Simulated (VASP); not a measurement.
# Li (P6_3/mmc) in VASP: notebook

Runs on Li. Level: PBEsol. Tasks: single point.

Everything below comes from runs of VASP 6.6.1. Logs are shortened: lines on timing, memory, paths and dates and some standing lists are left out, and cuts for length are marked.

## Step 1: The cell of the first run

It takes space group P6_3/mmc (No. 194, hexagonal). Conventional cell: a = 2.987 Å, b = 2.987 Å, c = 5.297 Å, α = 90.00°, β = 90.00°, γ = 120.00°. Li (site symmetry -6m2) has 12 Li at 2.99 to 3.16 Å within 3.9 Å.

This isn't the form of Li at room conditions, which is bcc.

## Step 2: Single point, PBEsol (strain -0.040 along x and y, +0.040 along z)

INCAR reads:

```
SYSTEM = Li
PREC = Accurate
ENCUT = 520
EDIFF = 1E-7
ISMEAR = 0
SIGMA = 0.15
LREAL = .FALSE.
LASPH = .TRUE.
NELM = 100
ALGO = Fast
ISIF = 2
LWAVE = .FALSE.
LCHARG = .FALSE.
GGA = PS
NBANDS = 10
```

KPOINTS reads:

```
regular mesh
0
G
  18 18 10
  0 0 0
```

POSCAR reads:

```
Li
1.0
    2.9865620655      0.0000000000      0.0000000000
   -1.4932810328      2.5864386187      0.0000000000
    0.0000000000      0.0000000000      5.2967200000
Li
2
Direct
    0.3333333333      0.6666666667      0.2500000000
    0.6666666667      0.3333333333      0.7500000000
```

Potentials or basis: VASP PAW PBE potentials, release 64 (Li_sv).

On the command line:

```sh
$ cat potpaw_PBE.64/Li_sv/POTCAR > POTCAR
$ mpirun -np 1 vasp_std > vasp.out
```

OUTCAR:

```text
SYSTEM = Li
   PREC = Accurate
   ENCUT = 520
   EDIFF = 1E-7
   ISMEAR = 0
   LREAL = .FALSE.
   LASPH = .TRUE.
   NELM = 100
   ISIF = 2
   GGA = PS

 ion  position               nearest neighbor table
   1  0.333  0.667  0.250-
   2  0.667  0.333  0.750-

  LATTYP: Found a hexagonal cell.
 ALAT       =     2.9865620655
 C/A-ratio  =     1.7735174705

  Lattice vectors:

 A1 = (   2.9865620655,   0.0000000000,   0.0000000000)
 A2 = (  -1.4932810328,   2.5864386187,   0.0000000000)
 A3 = (   0.0000000000,   0.0000000000,   5.2967200000)

Analysis of symmetry for initial positions (statically):
=====================================================================
 Subroutine PRICEL returns:
 Original cell was already a primitive cell.

 Routine SETGRP: Setting up the symmetry group for a
 hexagonal supercell.

 Subroutine GETGRP returns: Found 24 space group operations
 (whereof 12 operations were pure point group operations)
 out of a pool of 24 trial point group operations.

The static configuration has the point symmetry D_3d.
 The point group associated with its full space group is D_6h.

Analysis of symmetry for dynamics (positions and initial velocities):
=====================================================================
 Subroutine PRICEL returns:
 Original cell was already a primitive cell.

 Routine SETGRP: Setting up the symmetry group for a
 hexagonal supercell.

 Subroutine GETGRP returns: Found 24 space group operations
 (whereof 12 operations were pure point group operations)
 out of a pool of 24 trial point group operations.

The dynamic configuration has the point symmetry D_3d.
 The point group associated with its full space group is D_6h.

 Subroutine INISYM returns: Found 24 space group operations
 (whereof 12 operations are pure point group operations),
 and found     1 'primitive' translations

----------------------------------------------------------------------------------------

                                     Primitive cell

  volume of cell :      40.9148

  direct lattice vectors                    reciprocal lattice vectors
     2.986562065  0.000000000  0.000000000     0.334833155  0.193316012  0.000000000
    -1.493281033  2.586438619  0.000000000     0.000000000  0.386632025  0.000000000
     0.000000000  0.000000000  5.296720000     0.000000000  0.000000000  0.188796085

  length of vectors
     2.986562065  2.986562066  5.296720000     0.386632025  0.386632025  0.188796085

[... 88 lines left out ...]
   POTIM  = 0.5000    time-step for ionic-motion
   TEBEG  =    0.0;   TEEND  =   0.0 temperature during run
   PSTRESS=    0.0 pullay stress
   NELECT =       6.0000    total number of electrons
   NUPDOWN=      -1.0000    fix difference up-down
   EMIN   =  10.00;   EMAX   =-10.00  energy-range for DOS
   EFERMI =   0.00;   METHOD = LEGACY
   ISMEAR =     0;   SIGMA  =   0.15  broadening in eV -4-tet -1-fermi 0-gaus
   EFERMI_NEDOS =   21; number of points for ismear=-14 and -15
   IALGO  =     68    algorithm
   IMIX   =      4    mixing-type and parameters
     AMIX     =   0.40;   BMIX     =  1.00
     AMIX_MAG =   1.60;   BMIX_MAG =  1.00
  volume/ion in A,a.u.               =      20.46       138.05
  Fermi-wavevector in a.u.,A,eV,Ry     =   0.863306  1.631413 10.140396  0.745298
  Thomas-Fermi vector in A             =   1.981237
   LORBIT       =      0    0 simple, 1 ext, 2 COOP (PROOUT), +10 PAW based schemes
   GGA     = PS    functional components
   LHFCALC =     F    Hartree Fock is set to
   AEXX    =    0.0000 exact exchange contribution
   IVDW    =     0    specifies the selected vdW correction
   LEPSILON=     F    determine dielectric tensor
   LRPA    =     F    only Hartree local field effects (RPA)
 non-spin polarized calculation
 RMM-DIIS sequential band-by-band and
 Gauss-broadening in eV      SIGMA  =   0.15
  energy-cutoff  :      520.00
  volume of cell :       40.91
 maximum number of plane-waves:      1129
 NGX is ok and might be reduce to    24
   NGX = 11   NGY = 11   NGZ = 19

 number of electron       5.9999998 magnetization

 Free energy of the ion-electron system (eV)
  ---------------------------------------------------
  ext. energy  EPLUGINS =         0.00000000
  ---------------------------------------------------
  free energy    TOTEN  =        -3.92625301 eV

  energy without entropy =       -3.91511855  energy(sigma->0) =       -3.92068578

 E-fermi :   0.5903     XC(G=0):  -6.9956

 val. band max:        0.5855019399   @ k =   0.2778   0.1667   0.5000
 cond. band min:       0.5933125196   @ k =   0.4444   0.0556   0.0000
 fundamental gap:      0.0078105797
 Fermi energy:         0.5903243710

 k-point     1 :       0.0000    0.0000    0.0000
  band No.  band energies     occupation
      1     -45.3532      2.00000
      2     -45.3401      2.00000
      3      -2.9406      2.00000
      4       0.1821      1.99988
      5       2.8672      0.00000
      6      13.4155      0.00000
      7      13.9734      0.00000
      8      13.9735      0.00000
      9      15.1859      0.00000
     10      15.1860      0.00000
[... 287 lines left out ...]
 k-point    24 :       0.3889    0.1111    0.0000
  band No.  band energies     occupation
      1     -45.3321      2.00000
      2     -45.3279      2.00000
      3       0.4228      1.88580
      4       2.4293      0.00000
      5       4.6660      0.00000
      6       6.1617      0.00000
      7       7.2910      0.00000
      8       7.2984      0.00000
      9      10.3463      0.00000
     10      12.5960      0.00000

 [... further k-points ...]

------------------------ aborting loop because EDIFF is reached ----------------------------------------

  FORCE on cell =-STRESS in cart. coord.  units (eV):
  Direction    XX          YY          ZZ          XY          YZ          ZX
  --------------------------------------------------------------------------------------
  -------------------------------------------------------------------------------------
  Total        0.1536383      0.1536383     -0.4369937     -0.0000000      0.0000000      0.0000000
  in kB        6.0162968      6.0162968    -17.1121684     -0.0000000      0.0000000      0.0000000
  external PRESSURE =      -1.6931916 kB  Pullay stress =       0.0000000 kB

 VOLUME and BASIS-vectors are now :
 -----------------------------------------------------------------------------
  energy-cutoff  :      520.00
  volume of cell :       40.91
      direct lattice vectors                 reciprocal lattice vectors
     2.986562065  0.000000000  0.000000000     0.334833155  0.193316012  0.000000000
    -1.493281033  2.586438619  0.000000000     0.000000000  0.386632025  0.000000000
     0.000000000  0.000000000  5.296720000     0.000000000  0.000000000  0.188796085

 POSITION                                       TOTAL-FORCE (eV/Angst)
 -----------------------------------------------------------------------------------
     -0.00000      1.72429      1.32418         0.000000      0.000000      0.000000
      1.49328      0.86215      3.97254        -0.000000     -0.000000      0.000000
 -----------------------------------------------------------------------------------
    total drift:                               -0.000000      0.000000     -0.000000

  FREE ENERGIE OF THE ION-ELECTRON SYSTEM (eV)
  ---------------------------------------------------
  free  energy   TOTEN  =        -3.9262530058 eV

  energy  without entropy=       -3.9151185545  energy(sigma->0) =       -3.92068578
```

OSZICAR:

```text
N       E                     dE             d eps       ncg     rms          rms(c)
DAV:   1     0.171434907173E+02    0.17143E+02   -0.32311E+03  4456   0.570E+02
DAV:   2    -0.153234315487E+01   -0.18676E+02   -0.18041E+02  5812   0.109E+02
DAV:   3    -0.386561047042E+01   -0.23333E+01   -0.23167E+01  7002   0.301E+01
DAV:   4    -0.393082608020E+01   -0.65216E-01   -0.65125E-01  5878   0.473E+00
DAV:   5    -0.393142785521E+01   -0.60178E-03   -0.60175E-03  5792   0.495E-01    0.501E-01
RMM:   6    -0.392776219998E+01    0.36657E-02   -0.76001E-04  6350   0.180E-01    0.296E-01
RMM:   7    -0.392607568825E+01    0.16865E-02   -0.28686E-03  6423   0.346E-01    0.322E-02
RMM:   8    -0.392619541688E+01   -0.11973E-03   -0.94075E-04  7536   0.180E-01    0.574E-03
RMM:   9    -0.392624085907E+01   -0.45442E-04   -0.36590E-04  7888   0.117E-01    0.101E-02
RMM:  10    -0.392624987980E+01   -0.90207E-05   -0.98774E-05  7826   0.583E-02    0.160E-02
RMM:  11    -0.392625520021E+01   -0.53204E-05   -0.44863E-05  7828   0.404E-02    0.303E-02
RMM:  12    -0.392625470895E+01    0.49126E-06   -0.13161E-05  7698   0.214E-02    0.321E-02
RMM:  13    -0.392625421403E+01    0.49492E-06   -0.52136E-06  7700   0.132E-02    0.333E-02
RMM:  14    -0.392625378269E+01    0.43134E-06   -0.13959E-06  6526   0.679E-03    0.322E-02
RMM:  15    -0.392625322785E+01    0.55485E-06   -0.39818E-07  6018   0.400E-03    0.289E-02
RMM:  16    -0.392625309729E+01    0.13056E-06   -0.14395E-07  5330   0.221E-03    0.286E-02
RMM:  17    -0.392625300582E+01    0.91461E-07   -0.58540E-08  4979   0.148E-03
   1 F= -.39262530E+01 E0= -.39206858E+01  d E =-.111345E-01
```

stdout:

```text
POSCAR found type information on POSCAR Li
 POSCAR found :  1 types and       2 ions
 scaLAPACK will be used
 -----------------------------------------------------------------------------
|                                                                             |
|                                                                             |
|     You enforced a specific xc type in the INCAR file but a different       |
|     I HOPE YOU KNOW WHAT YOU ARE DOING!                                     |
|                                                                             |
 -----------------------------------------------------------------------------

 LDA part: xc-table for (Slater+PW92), standard interpolation
 POSCAR, INCAR and KPOINTS ok, starting setup
 FFT: planning ... GRIDC
 FFT: planning ... GRID_SOFT
 FFT: planning ... GRID
 WAVECAR not read
 entering main loop
WARNING in EDDRMM: call to ZHEGV failed, returncode =   6  3      8
WARNING in EDDRMM: call to ZHEGV failed, returncode =   8  4      5
WARNING in EDDRMM: call to ZHEGV failed, returncode =   8  4      8
WARNING in EDDRMM: call to ZHEGV failed, returncode =   6  3      4
WARNING in EDDRMM: call to ZHEGV failed, returncode =   8  4      8
WARNING in EDDRMM: call to ZHEGV failed, returncode =   6  3      4
WARNING in EDDRMM: call to ZHEGV failed, returncode =   6  3      5
WARNING in EDDRMM: call to ZHEGV failed, returncode =   8  4      9
```

Wall time 72 s (1 thread of AMD EPYC 9R45 (Zen 5), shared host); peak memory 0.16 GiB.

What came out:

| Quantity | Value |
| --- | --- |
| Free energy | -3.9263 eV |
| Band gap on the k mesh | zero (bands 3 and 4 overlap by 4.94 eV) |

Caveat: the cell differs from its parent crystal (strain -0.040 along x and y, +0.040 along z); the cutoff is under 1.25 times the usual one of these potentials, so pressure, stress and relaxed cells hold a basis-set (Pulay) error; the PAW data sets were made with another functional, which shifts forces and pressure a little.

[end of part 1 of 2]
